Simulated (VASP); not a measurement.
# Mg (Pm-3n) in VASP: further runs

Runs on Mg. Level: PBEsol. Tasks: single point, relaxation of cell and atoms.

All numbers are computed with VASP 6.6.1; they aren't measurements. Logs are shortened: lines on timing, memory, paths and dates and some standing lists are left out, and cuts for length are marked.

## 1. The cell of the first run

It takes space group Pm-3n (No. 223, cubic). Conventional cell: a = 5.690 Å, b = 5.690 Å, c = 5.690 Å, α = 90.00°, β = 90.00°, γ = 90.00°. Mg (site symmetry m-3) has 12 Mg at 3.18 Å within 4.2 Å. Within 3.7 Å of Mg (site symmetry -4m2) lie 14 Mg at 2.85 to 3.48 Å.

## 2. Single point, PBEsol

The input, INCAR:

```
ALGO = Normal ; EDIFF = 1E-6
ENCUT = 520 ; GGA = PS
ISIF = 2 ; ISMEAR = -1
LASPH = T ; LCHARG = F
LREAL = F ; LWAVE = F
NBANDS = 18 ; NELM = 100
PREC = Accurate ; SIGMA = 0.1
```

The input, KPOINTS:

```
k-points
0
Gamma
  5 5 5
```

The input, POSCAR:

```
Mg
1.0
    5.6902264452      0.0000000000      0.0000000000
    0.0000000000      5.6902264452      0.0000000000
    0.0000000000      0.0000000000      5.6902264452
Mg
8
Direct
    0.0000000000      1.0000000000      1.0000000000
    0.5000000000      0.5000000000      0.5000000000
    0.2500000000      0.0000000000      0.5000000000
    0.7500000000      0.0000000000      0.5000000000
    0.5000000000      0.2500000000      1.0000000000
    0.5000000000      0.7500000000      0.0000000000
    1.0000000000      0.5000000000      0.2500000000
    1.0000000000      0.5000000000      0.7500000000
```

Potentials or basis: VASP PAW PBE potentials, release 64 (Mg).

Launch:

```
cat potpaw_PBE.64/Mg/POTCAR > POTCAR
mpirun -np 1 vasp_std > vasp.out
```

OUTCAR:

```text
EDIFF = 1E-6
   ENCUT = 520
   GGA = PS
   ISIF = 2
   ISMEAR = -1
   LASPH = T
   LREAL = F
   NELM = 100
   PREC = Accurate

 ion  position               nearest neighbor table
   1  0.000  0.000  0.000-   3 3.18   4 3.18   5 3.18   6 3.18   7 3.18   8 3.18   3 3.18   4 3.18
                             7 3.18   8 3.18   5 3.18   6 3.18
   2  0.500  0.500  0.500-   3 3.18   4 3.18   5 3.18   6 3.18   7 3.18   8 3.18   5 3.18   6 3.18
                             3 3.18   4 3.18   7 3.18   8 3.18
   3  0.250  0.000  0.500-   4 2.85   4 2.85   1 3.18   1 3.18   2 3.18   2 3.18   8 3.48   5 3.48
                             5 3.48   6 3.48   6 3.48   7 3.48   8 3.48   7 3.48
   4  0.750  0.000  0.500-   3 2.85   3 2.85   1 3.18   1 3.18   2 3.18   2 3.18   8 3.48   5 3.48
                             5 3.48   6 3.48   6 3.48   7 3.48   8 3.48   7 3.48
   5  0.500  0.250  0.000-   6 2.85   6 2.85   1 3.18   2 3.18   2 3.18   1 3.18   8 3.48   4 3.48
                             3 3.48   4 3.48   3 3.48   7 3.48   7 3.48   8 3.48
   6  0.500  0.750  0.000-   5 2.85   5 2.85   1 3.18   2 3.18   2 3.18   1 3.18   8 3.48   4 3.48
                             3 3.48   4 3.48   3 3.48   7 3.48   7 3.48   8 3.48
   7  0.000  0.500  0.250-   8 2.85   8 2.85   1 3.18   2 3.18   1 3.18   2 3.18   3 3.48   4 3.48
                             5 3.48   3 3.48   4 3.48   6 3.48   5 3.48   6 3.48
   8  0.000  0.500  0.750-   7 2.85   7 2.85   1 3.18   2 3.18   1 3.18   2 3.18   3 3.48   4 3.48
                             5 3.48   3 3.48   4 3.48   6 3.48   5 3.48   6 3.48

  LATTYP: Found a simple cubic cell.
 ALAT       =     5.6902264452

  Lattice vectors:

 A1 = (   5.6902264452,   0.0000000000,   0.0000000000)
 A2 = (   0.0000000000,   5.6902264452,   0.0000000000)
 A3 = (   0.0000000000,   0.0000000000,   5.6902264452)

Analysis of symmetry for initial positions (statically):
=====================================================================
 Subroutine PRICEL returns:
 Original cell was already a primitive cell.

 Routine SETGRP: Setting up the symmetry group for a
 simple cubic supercell.

 Subroutine GETGRP returns: Found 48 space group operations
 (whereof 24 operations were pure point group operations)
 out of a pool of 48 trial point group operations.

The static configuration has the point symmetry T_h .
 The point group associated with its full space group is O_h .

Analysis of symmetry for dynamics (positions and initial velocities):
=====================================================================
 Subroutine PRICEL returns:
 Original cell was already a primitive cell.

 Routine SETGRP: Setting up the symmetry group for a
 simple cubic supercell.

 Subroutine GETGRP returns: Found 48 space group operations
 (whereof 24 operations were pure point group operations)
 out of a pool of 48 trial point group operations.

The dynamic configuration has the point symmetry T_h .
 The point group associated with its full space group is O_h .

 Subroutine INISYM returns: Found 48 space group operations
 (whereof 24 operations are pure point group operations),
 and found     1 'primitive' translations

----------------------------------------------------------------------------------------

                                     Primitive cell

  volume of cell :     184.2420

  direct lattice vectors                    reciprocal lattice vectors
     5.690226445  0.000000000  0.000000000     0.175739930  0.000000000  0.000000000
     0.000000000  5.690226445  0.000000000     0.000000000  0.175739930  0.000000000
     0.000000000  0.000000000  5.690226445     0.000000000  0.000000000  0.175739930

  length of vectors
     5.690226445  5.690226445  5.690226445     0.175739930  0.175739930  0.175739930

  position of ions in fractional coordinates (direct lattice)
     0.000000000  0.000000000  0.000000000
     0.500000000  0.500000000  0.500000000
     0.250000000  0.000000000  0.500000000
     0.750000000  0.000000000  0.500000000
     0.500000000  0.250000000  0.000000000
     0.500000000  0.750000000  0.000000000
     0.000000000  0.500000000  0.250000000
     0.000000000  0.500000000  0.750000000

  ion indices of the primitive-cell ions
   primitive index   ion index
                 1           1
                 2           2
                 3           3
                 4           4
                 5           5
                 6           6
                 7           7
                 8           8

----------------------------------------------------------------------------------------

 KPOINTS: k-points

Automatic generation of k-mesh.
 Grid dimensions read from file:
 generate k-points for:    5    5    5

 Generating k-lattice:

  Cartesian coordinates                     Fractional coordinates (reciprocal lattice)
     0.035147986  0.000000000  0.000000000     0.200000000  0.000000000  0.000000000
     0.000000000  0.035147986  0.000000000     0.000000000  0.200000000  0.000000000
     0.000000000  0.000000000  0.035147986     0.000000000  0.000000000  0.200000000

  Length of vectors
     0.035147986  0.035147986  0.035147986

  Shift w.r.t. Gamma in fractional coordinates (k-lattice)
     0.000000000  0.000000000  0.000000000

 Subroutine IBZKPT returns following result:
 ===========================================

 Found     10 irreducible k-points:

 Following reciprocal coordinates:
            Coordinates               Weight
  0.000000  0.000000  0.000000      1.000000
  0.200000  0.000000  0.000000      6.000000
  0.400000  0.000000  0.000000      6.000000
  0.200000  0.200000  0.000000     12.000000
  0.400000  0.200000  0.000000     24.000000
  0.400000  0.400000  0.000000     12.000000
  0.200000  0.200000  0.200000      8.000000
  0.400000  0.200000  0.200000     24.000000
  0.400000  0.400000  0.200000     24.000000
  0.400000  0.400000  0.400000      8.000000
   k-points           NKPTS =     10   k-points in BZ     NKDIM =     10   number of bands    NBANDS=     18
   number of dos      NEDOS =    301   number of ions     NIONS =      8
   total plane-waves  NPLWV =  74088
   dimension x,y,z NGX =    42 NGY =   42 NGZ =   42
   dimension x,y,z NGXF=    84 NGYF=   84 NGZF=   84
   ions per type =               8
   NGX,Y,Z   is equivalent  to a cutoff of  12.27, 12.27, 12.27 a.u.
   NGXF,Y,Z  is equivalent  to a cutoff of  24.54, 24.54, 24.54 a.u.
 SYSTEM =  unknown system
   PREC   = accura    normal or accurate (medium, high low for compatibility)
   ISTART =      0    job   : 0-new  1-cont  2-samecut
   ICHARG =      2    charge: 1-file 2-atom 10-const
   ISPIN  =      1    spin polarized calculation?
   LNONCOLLINEAR =      F non collinear calculations
   LSORBIT =      F    spin-orbit coupling
   LASPH  =      T    aspherical Exc in radial PAW
   ENCUT  =  520.0 eV  38.22 Ry    6.18 a.u.  10.58 10.58 10.58*2*pi/ulx,y,z
   NELM   =    100;   NELMIN=  2; NELMDL= -5     # of ELM steps
   EDIFF  = 0.1E-05   stopping-criterion for ELM
   LREAL  =      F    real-space projection
   EDIFFG = 0.1E-04   stopping-criterion for IOM
   NSW    =      0    number of steps for IOM
   IBRION =     -1    ionic relax: 0-MD 1-quasi-New 2-CG
   NFREE  =      0    steps in history (QN), initial steepest desc. (CG)
   ISIF   =      2    stress and relaxation
   ISYM   =      2    0-nonsym 1-usesym 2-fastsym
   POTIM  = 0.5000    time-step for ionic-motion
   TEBEG  =    0.0;   TEEND  =   0.0 temperature during run
   PSTRESS=    0.0 pullay stress
   NELECT =      16.0000    total number of electrons
   NUPDOWN=      -1.0000    fix difference up-down
   EMIN   =  10.00;   EMAX   =-10.00  energy-range for DOS
   EFERMI =   0.00;   METHOD = LEGACY
   ISMEAR =    -1;   SIGMA  =   0.10  broadening in eV -4-tet -1-fermi 0-gaus
   EFERMI_NEDOS =   21; number of points for ismear=-14 and -15
   IALGO  =     38    algorithm
   IMIX   =      4    mixing-type and parameters
     AMIX     =   0.40;   BMIX     =  1.00
     AMIX_MAG =   1.60;   BMIX_MAG =  1.00
  volume/ion in A,a.u.               =      23.03       155.42
  Fermi-wavevector in a.u.,A,eV,Ry     =   0.724968  1.369990  7.150923  0.525578
  Thomas-Fermi vector in A             =   1.815571
   LORBIT       =      0    0 simple, 1 ext, 2 COOP (PROOUT), +10 PAW based schemes
   GGA     = PS    functional components
   LHFCALC =     F    Hartree Fock is set to
   AEXX    =    0.0000 exact exchange contribution
   IVDW    =     0    specifies the selected vdW correction
   LEPSILON=     F    determine dielectric tensor
   LRPA    =     F    only Hartree local field effects (RPA)
 non-spin polarized calculation
  energy-cutoff  :      520.00
  volume of cell :      184.24
 maximum number of plane-waves:      4981
 NGX is ok and might be reduce to    42
   NGX = 21   NGY = 21   NGZ = 21

 number of electron      16.0000000 magnetization

 Free energy of the ion-electron system (eV)
  ---------------------------------------------------
  ext. energy  EPLUGINS =         0.00000000
  ---------------------------------------------------
  free energy    TOTEN  =       -13.45652920 eV

  energy without entropy =      -13.34780489  energy(sigma->0) =      -13.40216705

 E-fermi :   2.5662     XC(G=0):  -8.5191

 val. band max:        2.4022401232   @ k =   0.2000   0.2000   0.2000
 cond. band min:       2.5690816435   @ k =   0.2000   0.2000   0.2000
 fundamental gap:      0.1668415202
 Fermi energy:         2.5661860580

 k-point     1 :       0.0000    0.0000    0.0000
  band No.  band energies     occupation
      1      -4.3413      2.00000
      2       0.1436      2.00000
      3       0.1436      2.00000
      4       0.1546      2.00000
      5       0.2546      2.00000
      6       0.2546      2.00000
[... 10 lines left out ...]
     17       5.2083      0.00000
     18       5.2083      0.00000

 k-point     2 :       0.2000    0.0000    0.0000
  band No.  band energies     occupation
      1      -4.1551      2.00000
      2      -1.4065      2.00000
      3       0.3214      2.00000
      4       0.3285      2.00000
      5       0.4278      2.00000
      6       0.4278      2.00000
[... 10 lines left out ...]
     17       6.5283      0.00000
     18       6.5283      0.00000

 k-point     3 :       0.4000    0.0000    0.0000
  band No.  band energies     occupation
      1      -3.5987      2.00000
      2      -2.6788      2.00000
      3       0.8395      2.00000
      4       0.8456      2.00000
      5       0.9395      2.00000
      6       0.9395      2.00000
[... 10 lines left out ...]
     17       6.4276      0.00000
     18       6.4295      0.00000

 k-point     4 :       0.2000    0.2000    0.0000
  band No.  band energies     occupation
      1      -3.9693      2.00000
      2      -1.2292      2.00000
      3      -1.2230      2.00000
      4       0.5015      2.00000
      5       0.6005      2.00000
      6       1.3966      1.99998
[... 10 lines left out ...]
     17       6.4509      0.00000
     18       6.9587      0.00000

 k-point     5 :       0.4000    0.2000    0.0000
  band No.  band energies     occupation
      1      -3.4139      2.00000
      2      -2.4957      2.00000
      3      -0.6874      2.00000
      4       0.2004      2.00000
      5       1.0139      2.00000
      6       1.1106      2.00000
[... 10 lines left out ...]
     17       7.2090      0.00000
     18       7.3575      0.00000

 k-point     6 :       0.4000    0.4000    0.0000
  band No.  band energies     occupation
      1      -2.8618      2.00000
      2      -1.9524      2.00000
      3      -1.9455      2.00000
      4      -1.0454      2.00000
      5       1.4997      1.99995
      6       1.6145      1.99985
[... 10 lines left out ...]
     17       7.6302      0.00000
     18       7.7087      0.00000

 k-point     7 :       0.2000    0.2000    0.2000
  band No.  band energies     occupation
      1      -3.7838      2.00000
      2      -1.0493      2.00000
      3      -1.0493      2.00000
      4      -1.0396      2.00000
      5       1.5423      1.99993
      6       1.5423      1.99993
[... 10 lines left out ...]
     17       6.0532      0.00000
     18       7.6922      0.00000

 k-point     8 :       0.4000    0.2000    0.2000
  band No.  band energies     occupation
      1      -3.2295      2.00000
      2      -2.3131      2.00000
      3      -0.5125      2.00000
      4      -0.5050      2.00000
      5       0.3705      2.00000
      6       0.3822      2.00000
[... 10 lines left out ...]
     17       6.6269      0.00000
     18       7.4306      0.00000

 k-point     9 :       0.4000    0.4000    0.2000
  band No.  band energies     occupation
      1      -2.6784      2.00000
      2      -1.7709      2.00000
      3      -1.7639      2.00000
      4      -0.8658      2.00000
      5       0.0241      2.00000
      6       0.8856      2.00000
[... 10 lines left out ...]
     17       7.5766      0.00000
     18       7.7214      0.00000

 k-point    10 :       0.4000    0.4000    0.4000
  band No.  band energies     occupation
      1      -2.1306      2.00000
      2      -1.2293      2.00000
      3      -1.2293      2.00000
      4      -1.2170      2.00000
      5      -0.3359      2.00000
      6      -0.3359      2.00000
[... 10 lines left out ...]
     17       7.1424      0.00000
     18       7.5719      0.00000

------------------------ aborting loop because EDIFF is reached ----------------------------------------

  FORCE on cell =-STRESS in cart. coord.  units (eV):
  Direction    XX          YY          ZZ          XY          YZ          ZX
  --------------------------------------------------------------------------------------
  -------------------------------------------------------------------------------------
  Total       -0.0756580     -0.0756580     -0.0756580     -0.0000000     -0.0000000     -0.0000000
  in kB       -0.6579256     -0.6579256     -0.6579256     -0.0000000     -0.0000000     -0.0000000
  external PRESSURE =      -0.6579256 kB  Pullay stress =       0.0000000 kB

 VOLUME and BASIS-vectors are now :
 -----------------------------------------------------------------------------
  energy-cutoff  :      520.00
  volume of cell :      184.24
      direct lattice vectors                 reciprocal lattice vectors
     5.690226445  0.000000000  0.000000000     0.175739930  0.000000000  0.000000000
     0.000000000  5.690226445  0.000000000     0.000000000  0.175739930  0.000000000
     0.000000000  0.000000000  5.690226445     0.000000000  0.000000000  0.175739930

 POSITION                                       TOTAL-FORCE (eV/Angst)
 -----------------------------------------------------------------------------------
      0.00000      0.00000      0.00000         0.000000      0.000000      0.000000
      2.84511      2.84511      2.84511         0.000000      0.000000      0.000000
      1.42256      0.00000      2.84511        -0.000000     -0.000000      0.000000
      4.26767      0.00000      2.84511         0.000000      0.000000     -0.000000
      2.84511      1.42256      0.00000         0.000000      0.000000     -0.000000
      2.84511      4.26767      0.00000        -0.000000     -0.000000      0.000000
      0.00000      2.84511      1.42256         0.000000      0.000000     -0.000000
      0.00000      2.84511      4.26767         0.000000     -0.000000      0.000000
 -----------------------------------------------------------------------------------
    total drift:                                0.000000      0.000000      0.000000

  FREE ENERGIE OF THE ION-ELECTRON SYSTEM (eV)
  ---------------------------------------------------
  free  energy   TOTEN  =       -13.4565291989 eV

  energy  without entropy=      -13.3478048938  energy(sigma->0) =      -13.40216705
```

Run time: 26 s. Hardware: 1 thread of Intel Xeon Platinum 8488C (Sapphire Rapids), shared host; peak memory 0.25 GiB.

Results:

```
Free energy            : -13.4565 eV
Pressure               : -0.1 GPa
Band gap on the k mesh : zero (bands 8 and 9 overlap by 2.24 eV)
```

Caveat: the PAW data sets were made with another functional, which shifts forces and pressure a little.

## 3. Single point, PBEsol

The input, INCAR:

```
  PREC = Accurate
  ENCUT = 520
  EDIFF = 1E-7
  ISMEAR = -1
  SIGMA = 0.1
  LREAL = False
  LASPH = True
  NELM = 60
  ALGO = Normal
  ISIF = 2
  LWAVE = False
  LCHARG = False
  GGA = PS
  NBANDS = 18
```

The input, KPOINTS:

```
Automatic mesh
0
Gamma
  6 6 6
```

POSCAR is that of step 2.

Potentials or basis: VASP PAW PBE potentials, release 64 (Mg).

Launch:

```
cat potpaw_PBE.64/Mg/POTCAR > POTCAR
mpirun -np 1 vasp_std > vasp.out
```

Wall time 47 s (1 thread of Intel Xeon Platinum 8488C (Sapphire Rapids), shared host); peak memory 0.28 GiB.

The run converged. Its results:

| Quantity | Value |
| --- | --- |
| Free energy | -13.4607 eV |
| Pressure | 0.0 GPa |
| Band gap on the k mesh | zero (bands 8 and 9 overlap by 2.61 eV) |

Levels at points of the mesh, in eV from the Fermi level:
| k point | band 4 | band 5 | band 6 | band 7 | band 8 | band 9 | band 10 | band 11 | band 12 | band 13 |
| --- | --- | --- | --- | --- | --- | --- | --- | --- | --- | --- |
| (0.00, 0.00, 0.00) | -2.32 | -2.22 | -2.22 | -2.22 | 1.60 | 1.60 | 1.63 | 1.63 | 1.63 | 2.16 |
| (0.50, 0.00, 0.00) | -1.37 | -1.25 | -1.25 | -1.05 | -1.05 | -1.01 | -1.01 | 2.65 | 2.65 | 2.88 |
| (0.50, 0.50, 0.00) | -4.51 | -0.60 | -0.26 | -0.26 | -0.09 | -0.08 | 0.13 | 0.13 | 0.58 | 3.91 |
| (0.50, 0.50, 0.50) | -3.39 | -3.39 | -3.39 | -3.37 | -3.37 | 4.77 | 4.77 | 4.77 | 4.77 | 4.77 |

Caveat: the PAW data sets were made with another functional, which shifts forces and pressure a little.

[end of part 1 of 2]
